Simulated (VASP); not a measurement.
# Zn (P6_3/mmc) in VASP: a series of runs

Aim: see how the results for Zn move with the level of theory and the settings. Levels: PBEsol+D3(BJ), PBEsol+D4, PBE. Tasks: relaxation of cell and atoms, single point.

Everything below comes from runs of VASP 6.6.1. Logs are shortened: lines on timing, memory, paths and dates and some standing lists are left out, and cuts for length are marked.

**1. The cell of the first run**

The structure is hexagonal, space group P6_3/mmc (No. 194). The conventional cell has a = 2.670 Å, b = 2.670 Å, c = 4.966 Å, α = 90.00°, β = 90.00°, γ = 120.00°. Zn (site symmetry -6m2) has 12 Zn at 2.67 to 2.92 Å within 3.5 Å.

**2. Relaxation of cell and atoms, PBEsol+D3(BJ)**

Contents of INCAR:

```
ALGO     = Normal         # electronic algorithm
EDIFF    = 1E-7           # SCF threshold, eV
EDIFFG   = -0.01          # ionic threshold
ENCUT    = 600            # plane-wave cutoff, eV
GGA      = PS             # functional
IBRION   = 2              # ionic algorithm
ISIF     = 3              # what is computed and relaxed
ISMEAR   = -1             # smearing method
IVDW     = 12             # dispersion correction
LASPH    = True           # aspherical terms in the spheres
LCHARG   = False          # write CHGCAR
LREAL    = False          # projectors in reciprocal space
LWAVE    = False          # write WAVECAR
NELM     = 60             # most SCF steps
NSW      = 60             # ionic steps
PREC     = Accurate       # precision mode
SIGMA    = 0.05           # smearing width, eV
```

Contents of KPOINTS:

```
k-points
0
Gamma
  11 11 6
```

Contents of POSCAR:

```
Zn
1.0
    2.6700000000      0.0000000000      0.0000000000
   -1.3350000000      2.3122878281      0.0000000000
    0.0000000000      0.0000000000      4.9660000000
Zn
2
Direct
    0.6666666667      0.3333333333      0.7500000000
    0.3333333333      0.6666666667      0.2500000000
```

Potentials or basis: VASP PAW PBE potentials, release 64 (Zn).

Launch:

```sh
$ cat potpaw_PBE.64/Zn/POTCAR > POTCAR
$ mpirun -np 1 vasp_std > vasp.out
```

OUTCAR:

```text
EDIFF = 1E-7
   EDIFFG = -0.01
   ENCUT = 600
   GGA = PS
   IBRION = 2
   ISIF = 3
   ISMEAR = -1
   IVDW = 12
   LASPH = True
   LREAL = False
   NELM = 60
   NSW = 60
   PREC = Accurate
 IVDW          = 12

 ion  position               nearest neighbor table
   1  0.667  0.333  0.750-   2 2.92   2 2.92   2 2.92   2 2.92   2 2.92   2 2.92
   2  0.333  0.667  0.250-   1 2.92   1 2.92   1 2.92   1 2.92   1 2.92   1 2.92

  LATTYP: Found a hexagonal cell.
 ALAT       =     2.6700000000
 C/A-ratio  =     1.8599250936

  Lattice vectors:

 A1 = (   2.6700000000,   0.0000000000,   0.0000000000)
 A2 = (  -1.3350000000,   2.3122878281,   0.0000000000)
 A3 = (   0.0000000000,   0.0000000000,   4.9660000000)

Analysis of symmetry for initial positions (statically):
=====================================================================
 Subroutine PRICEL returns:
 Original cell was already a primitive cell.

 Routine SETGRP: Setting up the symmetry group for a
 hexagonal supercell.

 Subroutine GETGRP returns: Found 24 space group operations
 (whereof 12 operations were pure point group operations)
 out of a pool of 24 trial point group operations.

The static configuration has the point symmetry D_3d.
 The point group associated with its full space group is D_6h.

Analysis of symmetry for dynamics (positions and initial velocities):
=====================================================================
 Subroutine PRICEL returns:
 Original cell was already a primitive cell.

 Routine SETGRP: Setting up the symmetry group for a
 hexagonal supercell.

 Subroutine GETGRP returns: Found 24 space group operations
 (whereof 12 operations were pure point group operations)
 out of a pool of 24 trial point group operations.

The dynamic configuration has the point symmetry D_3d.
 The point group associated with its full space group is D_6h.

 Subroutine INISYM returns: Found 24 space group operations
 (whereof 12 operations are pure point group operations),
 and found     1 'primitive' translations

----------------------------------------------------------------------------------------

                                     Primitive cell

  volume of cell :      30.6591

  direct lattice vectors                    reciprocal lattice vectors
     2.670000000  0.000000000  0.000000000     0.374531835  0.216236056  0.000000000
    -1.335000000  2.312287828  0.000000000     0.000000000  0.432472112  0.000000000
     0.000000000  0.000000000  4.966000000     0.000000000  0.000000000  0.201369311

  length of vectors
     2.670000000  2.670000000  4.966000000     0.432472112  0.432472112  0.201369311

  position of ions in fractional coordinates (direct lattice)
     0.666666667  0.333333333  0.750000000
     0.333333333  0.666666667  0.250000000

  ion indices of the primitive-cell ions
   primitive index   ion index
                 1           1
                 2           2

----------------------------------------------------------------------------------------

 KPOINTS: k-points

Automatic generation of k-mesh.
 Grid dimensions read from file:
 generate k-points for:   11   11    6

 Generating k-lattice:

  Cartesian coordinates                     Fractional coordinates (reciprocal lattice)
     0.034048349  0.019657823  0.000000000     0.090909091  0.000000000  0.000000000
     0.000000000  0.039315647  0.000000000     0.000000000  0.090909091  0.000000000
     0.000000000  0.000000000  0.033561552     0.000000000  0.000000000  0.166666667

  Length of vectors
     0.039315647  0.039315647  0.033561552

  Shift w.r.t. Gamma in fractional coordinates (k-lattice)
     0.000000000  0.000000000  0.000000000

 Subroutine IBZKPT returns following result:
 ===========================================

 Found     64 irreducible k-points:

 Following reciprocal coordinates:
            Coordinates               Weight
  0.000000  0.000000  0.000000      1.000000
  0.090909  0.000000  0.000000      6.000000
  0.181818  0.000000  0.000000      6.000000
  0.272727  0.000000  0.000000      6.000000
  0.363636  0.000000  0.000000      6.000000
  0.454545  0.000000  0.000000      6.000000
[... 16 lines left out ...]
  0.090909  0.090909  0.166667     12.000000
  0.181818  0.090909  0.166667     24.000000
 [... further k-points ...]
   k-points           NKPTS =     64   k-points in BZ     NKDIM =     64   number of bands    NBANDS=     16
   number of dos      NEDOS =    301   number of ions     NIONS =      2
   total plane-waves  NPLWV =  23040
   dimension x,y,z NGX =    24 NGY =   24 NGZ =   40
   dimension x,y,z NGXF=    48 NGYF=   48 NGZF=   80
   ions per type =               2
   NGX,Y,Z   is equivalent  to a cutoff of  14.94, 14.94, 13.39 a.u.
   NGXF,Y,Z  is equivalent  to a cutoff of  29.89, 29.89, 26.78 a.u.
 SYSTEM =  unknown system
   PREC   = accura    normal or accurate (medium, high low for compatibility)
   ISTART =      0    job   : 0-new  1-cont  2-samecut
   ICHARG =      2    charge: 1-file 2-atom 10-const
   ISPIN  =      1    spin polarized calculation?
   LNONCOLLINEAR =      F non collinear calculations
   LSORBIT =      F    spin-orbit coupling
   LASPH  =      T    aspherical Exc in radial PAW
   ENCUT  =  600.0 eV  44.10 Ry    6.64 a.u.   5.33  5.33  9.92*2*pi/ulx,y,z
   NELM   =     60;   NELMIN=  2; NELMDL= -5     # of ELM steps
   EDIFF  = 0.1E-06   stopping-criterion for ELM
   LREAL  =      F    real-space projection
   EDIFFG = -.1E-01   stopping-criterion for IOM
   NSW    =     60    number of steps for IOM
   IBRION =      2    ionic relax: 0-MD 1-quasi-New 2-CG
   NFREE  =      1    steps in history (QN), initial steepest desc. (CG)
   ISIF   =      3    stress and relaxation
   ISYM   =      2    0-nonsym 1-usesym 2-fastsym
   POTIM  = 0.5000    time-step for ionic-motion
   TEBEG  =    0.0;   TEEND  =   0.0 temperature during run
   PSTRESS=    0.0 pullay stress
   NELECT =      24.0000    total number of electrons
   NUPDOWN=      -1.0000    fix difference up-down
   EMIN   =  10.00;   EMAX   =-10.00  energy-range for DOS
   EFERMI =   0.00;   METHOD = LEGACY
   ISMEAR =    -1;   SIGMA  =   0.05  broadening in eV -4-tet -1-fermi 0-gaus
   EFERMI_NEDOS =   21; number of points for ismear=-14 and -15
   IALGO  =     38    algorithm
   IMIX   =      4    mixing-type and parameters
     AMIX     =   0.40;   BMIX     =  1.00
     AMIX_MAG =   1.60;   BMIX_MAG =  1.00
  volume/ion in A,a.u.               =      15.33       103.45
  Fermi-wavevector in a.u.,A,eV,Ry     =   1.508778  2.851177 30.972445  2.276410
  Thomas-Fermi vector in A             =   2.619187
   LORBIT       =      0    0 simple, 1 ext, 2 COOP (PROOUT), +10 PAW based schemes
   GGA     = PS    functional components
   LHFCALC =     F    Hartree Fock is set to
   AEXX    =    0.0000 exact exchange contribution
   IVDW    =    12    specifies the selected vdW correction
   LEPSILON=     F    determine dielectric tensor
   LRPA    =     F    only Hartree local field effects (RPA)
 conjugate gradient relaxation of ions
 non-spin polarized calculation
  energy-cutoff  :      600.00
  volume of cell :       30.66
 maximum number of plane-waves:      1052
 NGX is ok and might be reduce to    24
   NGX = 11   NGY = 11   NGZ = 19

--------------------------------------- Ionic step        1  -------------------------------------------

 number of electron      24.0000003 magnetization

 Free energy of the ion-electron system (eV)
  ---------------------------------------------------
  ext. energy  EPLUGINS =         0.00000000
  ---------------------------------------------------
  free energy    TOTEN  =        -3.11898652 eV

  energy without entropy =       -3.11426326  energy(sigma->0) =       -3.11662489

------------------------ aborting loop because EDIFF is reached ----------------------------------------

 Edisp (eV)   -0.71161

 E8    (eV) :    -0.4593

  FORCE on cell =-STRESS in cart. coord.  units (eV):
  Direction    XX          YY          ZZ          XY          YZ          ZX
  --------------------------------------------------------------------------------------
  -------------------------------------------------------------------------------------
  Total      -1.74318    -1.74318    -1.77316     0.00000    -0.00000    -0.00000
  in kB     -91.09464   -91.09464   -92.66129     0.00000    -0.00000    -0.00000
  external pressure =      -91.62 kB  Pullay stress =        0.00 kB
[... 97 lines left out ...]
  FREE ENERGIE OF THE ION-ELECTRON SYSTEM (eV)
  ---------------------------------------------------
  free  energy   TOTEN  =        -3.9394845079 eV

  energy  without entropy=       -3.9350578833  energy(sigma->0) =       -3.93727120

[... ionic steps 4 to 7 ...]

--------------------------------------- Ionic step        8  -------------------------------------------

 number of electron      23.9999996 magnetization

------------------------ aborting loop because EDIFF is reached ----------------------------------------

 Edisp (eV)   -0.82200

 E8    (eV) :    -0.5308
[... 69 lines left out ...]
  energy  without entropy=       -3.9816455833  energy(sigma->0) =       -3.98292258

--------------------------------------- Ionic step       10  -------------------------------------------

 number of electron      24.0000001 magnetization

 Free energy of the ion-electron system (eV)
  ---------------------------------------------------
  ext. energy  EPLUGINS =         0.00000000
  ---------------------------------------------------
  free energy    TOTEN  =        -3.16594999 eV

  energy without entropy =       -3.16345615  energy(sigma->0) =       -3.16470307

 E-fermi :   4.1305     XC(G=0): -12.4068

 val. band max:        4.1228975167   @ k =   0.4545   0.0000   0.3333
 cond. band min:       4.2008383265   @ k =   0.1818   0.1818   0.0000
 fundamental gap:      0.0779408098
 Fermi energy:         4.1305175752

 k-point     1 :       0.0000    0.0000    0.0000
  band No.  band energies     occupation
      1      -7.5705      2.00000
      2      -5.0983      2.00000
      3      -4.1383      2.00000
      4      -4.0601      2.00000
      5      -4.0601      2.00000
      6      -3.9521      2.00000
[... 8 lines left out ...]
     15      20.5234      0.00000
     16      22.3695      0.00000
[... 420 lines left out ...]
  band No.  band energies     occupation
      1      -5.8019      2.00000
      2      -4.6434      2.00000
      3      -4.3218      2.00000
      4      -4.2494      2.00000
      5      -4.1091      2.00000
      6      -3.9438      2.00000
[... 8 lines left out ...]
     15      13.6870      0.00000
     16      16.5931      0.00000

 [... further k-points ...]

------------------------ aborting loop because EDIFF is reached ----------------------------------------

 Edisp (eV)   -0.81840

 E8    (eV) :    -0.5285

  FORCE on cell =-STRESS in cart. coord.  units (eV):
  Direction    XX          YY          ZZ          XY          YZ          ZX
  --------------------------------------------------------------------------------------
  -------------------------------------------------------------------------------------
  Total       0.00349     0.00349    -0.00247     0.00000    -0.00000     0.00000
  in kB       0.20909     0.20909    -0.14789     0.00000    -0.00000     0.00000
  external pressure =        0.09 kB  Pullay stress =        0.00 kB
[... 17 lines left out ...]
  FREE ENERGIE OF THE ION-ELECTRON SYSTEM (eV)
  ---------------------------------------------------
  free  energy   TOTEN  =        -3.9843467659 eV

  energy  without entropy=       -3.9818529312  energy(sigma->0) =       -3.98309985

 reached required accuracy - stopping structural energy minimisation
```

Wall time 94 s (1 thread of Intel Xeon 6975P-C (Granite Rapids), shared host); peak memory 0.18 GiB.

Results:

```
Free energy                            : -3.9843 eV
Relaxed volume                         : 13.37 Å³/atom
Relaxed cell                           : a = 2.654 Å, b = 2.654 Å, c = 4.383 Å, α = 90.00°, β = 90.00°, γ = 120.00°
Space group after relaxing (to 0.05 Å) : P6_3/mmc (No. 194)
Energy gained by relaxing              : 76.9 meV/atom
Ionic steps                            : 10
Pressure after relaxing                : 0.0 GPa
Band gap on the k mesh                 : zero (band 12 reaches 5.43 eV, above the bottom of band 13 at 2.54 eV)
Dispersion energy per atom             : -0.409 eV
```

The path:
| step | energy change (eV) | largest force (eV/Å) | pressure (GPa) | volume (Å³) |
| --- | --- | --- | --- | --- |
| 1 | 0.0000 | 0.0000 | -9.16 | 30.66 |
| 2 | -0.1074 | 0.0000 | 1.43 | 26.93 |
| 3 | -0.1089 | 0.0000 | 0.05 | 27.28 |
| 4 | -0.1214 | 0.0000 | 0.09 | 27.10 |
| 5 | -0.1339 | 0.0000 | 0.38 | 26.83 |
| 6 | -0.1503 | 0.0000 | 2.12 | 26.24 |
| 7 | -0.1471 | 0.0000 | -1.79 | 27.24 |
| 8 | -0.1532 | 0.0000 | 0.49 | 26.63 |
| 9 | -0.1536 | 0.0000 | -0.31 | 26.80 |
| 10 | -0.1538 | 0.0000 | 0.01 | 26.75 |

Final structure:
```
Zn
1.0
     2.65434    0.00000    0.00000
    -1.32717    2.29873    0.00000
     0.00000    0.00000    4.38330
Zn
2
Cartesian
  1.3272 0.7662 3.2875
  0.0000 1.5325 1.0958
```

Caveat: the PAW data sets were made with another functional, which shifts forces and pressure a little; the volume moved by -13 % from the deposited cell, more than functionals usually miss; pairwise dispersion overbinds metals, which lowers pressure and volume.

(Part 1 of 2 ends here.)
